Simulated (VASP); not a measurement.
# Y (P6/mmm) in VASP: single point with r2SCAN

Aim: the single point of Y with r2SCAN.

Program: VASP 6.6.1. These are calculated values, not measurements. Logs are shortened: lines on timing, memory, paths and dates and some standing lists are left out, and cuts for length are marked.

### Step 1. The cell of the first run

Symmetry: P6/mmm, No. 191, hexagonal system. Conventional cell: a = 3.481 Å, b = 3.481 Å, c = 3.252 Å, α = 90.00°, β = 90.00°, γ = 120.00°. Within 4.3 Å of Y (site symmetry 6/mmm) lie 8 Y at 3.25 to 3.48 Å.

### Step 2. Single point, r2SCAN

File POSCAR:

```
Y
1.0
    3.4805556938      0.0000000000      0.0000000000
   -1.7402778469      3.0142496501      0.0000000000
    0.0000000000      0.0000000000      3.2521442264
Y
1
Direct
    0.0000000000      0.0000000000      0.0000000000
```

File INCAR.step1:

```
PREC = Accurate
ENCUT = 520
ISMEAR = 0
SIGMA = 0.1
LREAL = F
LASPH = T
NELM = 100
NBANDS = 12
GGA = PE
ALGO = Normal
EDIFF = 1E-4
LWAVE = T
LCHARG = F
```

File INCAR.step2:

```
PREC = Accurate
ENCUT = 520
EDIFF = 1E-6
ISMEAR = 0
SIGMA = 0.1
LREAL = F
LASPH = T
NELM = 100
ALGO = Normal
ISIF = 2
LWAVE = F
LCHARG = T
METAGGA = R2SCAN
LMIXTAU = T
LELF = T
LVHAR = T
NBANDS = 12
ISTART = 1
```

File KPOINTS:

```
regular mesh
0
Gamma
  6 6 6
```

Potentials or basis: VASP PAW PBE potentials, release 64 (Y_sv).

The run is started by

```bash
cat potpaw_PBE.64/Y_sv/POTCAR > POTCAR
cp INCAR.step1 INCAR
mpirun -np 1 vasp_std > vasp.out
cp INCAR.step2 INCAR
mpirun -np 1 vasp_std > vasp.out
```

OUTCAR:

```text
PREC = Accurate
   ENCUT = 520
   EDIFF = 1E-6
   ISMEAR = 0
   LREAL = F
   LASPH = T
   NELM = 100
   ISIF = 2
   METAGGA = R2SCAN
   ISTART = 1

 ion  position               nearest neighbor table
   1  0.000  0.000  0.000-

  LATTYP: Found a hexagonal cell.
 ALAT       =     3.4805556938
 C/A-ratio  =     0.9343750000

  Lattice vectors:

 A1 = (   3.4805556938,   0.0000000000,   0.0000000000)
 A2 = (  -1.7402778469,   3.0142496501,   0.0000000000)
 A3 = (   0.0000000000,   0.0000000000,   3.2521442264)

Analysis of symmetry for initial positions (statically):
=====================================================================
 Subroutine PRICEL returns:
 Original cell was already a primitive cell.

 Routine SETGRP: Setting up the symmetry group for a
 hexagonal supercell.

 Subroutine GETGRP returns: Found 24 space group operations
 (whereof 24 operations were pure point group operations)
 out of a pool of 24 trial point group operations.

The static configuration has the point symmetry D_6h.

Analysis of symmetry for dynamics (positions and initial velocities):
=====================================================================
 Subroutine PRICEL returns:
 Original cell was already a primitive cell.

 Routine SETGRP: Setting up the symmetry group for a
 hexagonal supercell.

 Subroutine GETGRP returns: Found 24 space group operations
 (whereof 24 operations were pure point group operations)
 out of a pool of 24 trial point group operations.

The dynamic configuration has the point symmetry D_6h.

 Subroutine INISYM returns: Found 24 space group operations
 (whereof 24 operations are pure point group operations),
 and found     1 'primitive' translations

----------------------------------------------------------------------------------------

                                     Primitive cell

  volume of cell :      34.1191

  direct lattice vectors                    reciprocal lattice vectors
     3.480555694  0.000000000  0.000000000     0.287310443  0.165878762  0.000000000
    -1.740277847  3.014249650  0.000000000     0.000000000  0.331757524  0.000000000
     0.000000000  0.000000000  3.252144226     0.000000000  0.000000000  0.307489438

  length of vectors
     3.480555694  3.480555694  3.252144226     0.331757524  0.331757524  0.307489438

  position of ions in fractional coordinates (direct lattice)
     0.000000000  0.000000000  0.000000000

  ion indices of the primitive-cell ions
   primitive index   ion index
                 1           1

----------------------------------------------------------------------------------------

 KPOINTS: regular mesh

Automatic generation of k-mesh.
 Grid dimensions read from file:
 generate k-points for:    6    6    6

 Generating k-lattice:

  Cartesian coordinates                     Fractional coordinates (reciprocal lattice)
     0.047885074  0.027646460  0.000000000     0.166666667 -0.000000000  0.000000000
     0.000000000  0.055292921  0.000000000     0.000000000  0.166666667  0.000000000
     0.000000000  0.000000000  0.051248240     0.000000000  0.000000000  0.166666667

  Length of vectors
     0.055292921  0.055292921  0.051248240

  Shift w.r.t. Gamma in fractional coordinates (k-lattice)
     0.000000000  0.000000000  0.000000000

 Subroutine IBZKPT returns following result:
 ===========================================

 Found     28 irreducible k-points:

 Following reciprocal coordinates:
            Coordinates               Weight
  0.000000  0.000000  0.000000      1.000000
  0.166667  0.000000  0.000000      6.000000
  0.333333  0.000000  0.000000      6.000000
  0.500000  0.000000  0.000000      3.000000
  0.166667  0.166667  0.000000      6.000000
  0.333333  0.166667  0.000000     12.000000
[... 16 lines left out ...]
  0.166667  0.000000  0.500000      6.000000
  0.333333  0.000000  0.500000      6.000000
 [... further k-points ...]
   k-points           NKPTS =     28   k-points in BZ     NKDIM =     28   number of bands    NBANDS=     12
   number of dos      NEDOS =    301   number of ions     NIONS =      1
   total plane-waves  NPLWV =  18816
   dimension x,y,z NGX =    28 NGY =   28 NGZ =   24
   dimension x,y,z NGXF=    56 NGYF=   56 NGZF=   48
   ions per type =               1
   NGX,Y,Z   is equivalent  to a cutoff of  13.37, 13.37, 12.27 a.u.
   NGXF,Y,Z  is equivalent  to a cutoff of  26.75, 26.75, 24.54 a.u.
 SYSTEM =  unknown system
   PREC   = accura    normal or accurate (medium, high low for compatibility)
   ISTART =      1    job   : 0-new  1-cont  2-samecut
   ICHARG =      0    charge: 1-file 2-atom 10-const
   ISPIN  =      1    spin polarized calculation?
   LNONCOLLINEAR =      F non collinear calculations
   LSORBIT =      F    spin-orbit coupling
   LASPH  =      T    aspherical Exc in radial PAW
   ENCUT  =  520.0 eV  38.22 Ry    6.18 a.u.   6.47  6.47  6.05*2*pi/ulx,y,z
   NELM   =    100;   NELMIN=  2; NELMDL=  0     # of ELM steps
   EDIFF  = 0.1E-05   stopping-criterion for ELM
   LREAL  =      F    real-space projection
   EDIFFG = 0.1E-04   stopping-criterion for IOM
   NSW    =      0    number of steps for IOM
   IBRION =     -1    ionic relax: 0-MD 1-quasi-New 2-CG
   NFREE  =      0    steps in history (QN), initial steepest desc. (CG)
   ISIF   =      2    stress and relaxation
   ISYM   =      2    0-nonsym 1-usesym 2-fastsym
   POTIM  = 0.5000    time-step for ionic-motion
   TEBEG  =    0.0;   TEEND  =   0.0 temperature during run
   PSTRESS=    0.0 pullay stress
   NELECT =      11.0000    total number of electrons
   NUPDOWN=      -1.0000    fix difference up-down
   EMIN   =  10.00;   EMAX   =-10.00  energy-range for DOS
   EFERMI =   0.00;   METHOD = LEGACY
   ISMEAR =     0;   SIGMA  =   0.10  broadening in eV -4-tet -1-fermi 0-gaus
   EFERMI_NEDOS =   21; number of points for ismear=-14 and -15
   IALGO  =     38    algorithm
   IMIX   =      4    mixing-type and parameters
     AMIX     =   0.40;   BMIX     =  1.00
     AMIX_MAG =   1.60;   BMIX_MAG =  1.00
  volume/ion in A,a.u.               =      34.12       230.25
  Fermi-wavevector in a.u.,A,eV,Ry     =   1.122552  2.121316 17.145019  1.260123
  Thomas-Fermi vector in A             =   2.259213
   LORBIT       =      0    0 simple, 1 ext, 2 COOP (PROOUT), +10 PAW based schemes
   METAGGA = R2SCAN    functional components
   LHFCALC =     F    Hartree Fock is set to
   AEXX    =    0.0000 exact exchange contribution
   IVDW    =     0    specifies the selected vdW correction
   LEPSILON=     F    determine dielectric tensor
   LRPA    =     F    only Hartree local field effects (RPA)
 non-spin polarized calculation
 Gauss-broadening in eV      SIGMA  =   0.10
  energy-cutoff  :      520.00
  volume of cell :       34.12
 maximum number of plane-waves:       936
 NGX is ok and might be reduce to    28
   NGX = 13   NGY = 13   NGZ = 13

 number of electron      10.9999999 magnetization

 Free energy of the ion-electron system (eV)
  ---------------------------------------------------
  ext. energy  EPLUGINS =         0.00000000
  ---------------------------------------------------
  free energy    TOTEN  =       -19.80586100 eV

  energy without entropy =      -19.78974155  energy(sigma->0) =      -19.79780127

 E-fermi :   2.8119     XC(G=0):  -9.8863

 val. band max:        2.7650061109   @ k =   0.3333   0.0000   0.5000
 cond. band min:       2.8185350164   @ k =   0.3333   0.1667   0.3333
 fundamental gap:      0.0535289055
 Fermi energy:         2.8118865787

 k-point     1 :       0.0000    0.0000    0.0000
  band No.  band energies     occupation
      1     -41.6692      2.00000
      2     -20.7454      2.00000
      3     -20.6485      2.00000
      4     -20.6485      2.00000
      5      -1.8986      2.00000
      6       2.4978      1.99999
      7       4.8455      0.00000
      8       4.8455      0.00000
      9       8.4564      0.00000
     10       8.4564      0.00000
     11      12.3424      0.00000
     12      13.4518      0.00000

 k-point     2 :       0.1667    0.0000    0.0000
  band No.  band energies     occupation
      1     -41.6527      2.00000
      2     -20.8020      2.00000
      3     -20.7293      2.00000
      4     -20.6827      2.00000
      5      -1.2548      2.00000
      6       2.7575      1.55844
      7       4.0144      0.00000
      8       5.4738      0.00000
      9       7.6084      0.00000
     10       8.3252      0.00000
     11      13.7150      0.00000
     12      14.5864      0.00000

 k-point     3 :       0.3333    0.0000    0.0000
  band No.  band energies     occupation
      1     -41.6193      2.00000
      2     -21.0967      2.00000
      3     -20.7500      2.00000
      4     -20.6969      2.00000
      5       0.2202      2.00000
      6       2.7524      1.59977
      7       3.4835      0.00000
      8       6.4963      0.00000
      9       7.1661      0.00000
     10       8.0787      0.00000
     11      11.5363      0.00000
     12      13.4746      0.00000
[... 286 lines left out ...]
 k-point    23 :       0.1667    0.0000    0.5000
  band No.  band energies     occupation
      1     -41.5815      2.00000
      2     -21.4335      2.00000
      3     -20.7243      2.00000
      4     -20.6143      2.00000
      5       1.8046      2.00000
      6       2.1229      2.00000
      7       4.9328      0.00000
      8       5.7725      0.00000
      9       6.1360      0.00000
     10       6.6029      0.00000
     11      10.9538      0.00000
     12      14.1470      0.00000

 k-point    24 :       0.3333    0.0000    0.5000
  band No.  band energies     occupation
      1     -41.5496      2.00000
      2     -21.3777      2.00000
      3     -20.9986      2.00000
      4     -20.6779      2.00000
      5       1.4250      2.00000
      6       2.7650      1.49266
      7       5.2389      0.00000
      8       5.2704      0.00000
      9       7.0751      0.00000
     10       7.7328      0.00000
     11      10.6437      0.00000
     12      13.3373      0.00000

 [... further k-points ...]

------------------------ aborting loop because EDIFF is reached ----------------------------------------

  FORCE on cell =-STRESS in cart. coord.  units (eV):
  Direction    XX          YY          ZZ          XY          YZ          ZX
  --------------------------------------------------------------------------------------
  -------------------------------------------------------------------------------------
  Total       -0.1129196     -0.1129196     -0.0857964      0.0000000      0.0000000      0.0000000
  in kB       -5.3025194     -5.3025194     -4.0288584      0.0000000      0.0000000      0.0000000
  external PRESSURE =      -4.8779657 kB  Pullay stress =       0.0000000 kB

 VOLUME and BASIS-vectors are now :
 -----------------------------------------------------------------------------
  energy-cutoff  :      520.00
  volume of cell :       34.12
      direct lattice vectors                 reciprocal lattice vectors
     3.480555694  0.000000000  0.000000000     0.287310443  0.165878762  0.000000000
    -1.740277847  3.014249650  0.000000000     0.000000000  0.331757524  0.000000000
     0.000000000  0.000000000  3.252144226     0.000000000  0.000000000  0.307489438

 POSITION                                       TOTAL-FORCE (eV/Angst)
 -----------------------------------------------------------------------------------
      0.00000      0.00000      0.00000        -0.000000      0.000000      0.000000
 -----------------------------------------------------------------------------------
    total drift:                               -0.000000     -0.000000      0.000000

  FREE ENERGIE OF THE ION-ELECTRON SYSTEM (eV)
  ---------------------------------------------------
  free  energy   TOTEN  =       -19.8058609981 eV

  energy  without entropy=      -19.7897415485  energy(sigma->0) =      -19.79780127
```

Run time: 44 s. Hardware: 1 thread of Intel Xeon Platinum 8259CL at 2.50GHz (Skylake/Cascade Lake), shared host; peak memory 0.17 GiB.

What came out:

```yaml
Free_energy: -19.8059 eV
Pressure: -0.5 GPa
```

Caveat: the PAW data sets were made with another functional, which shifts forces and pressure a little.
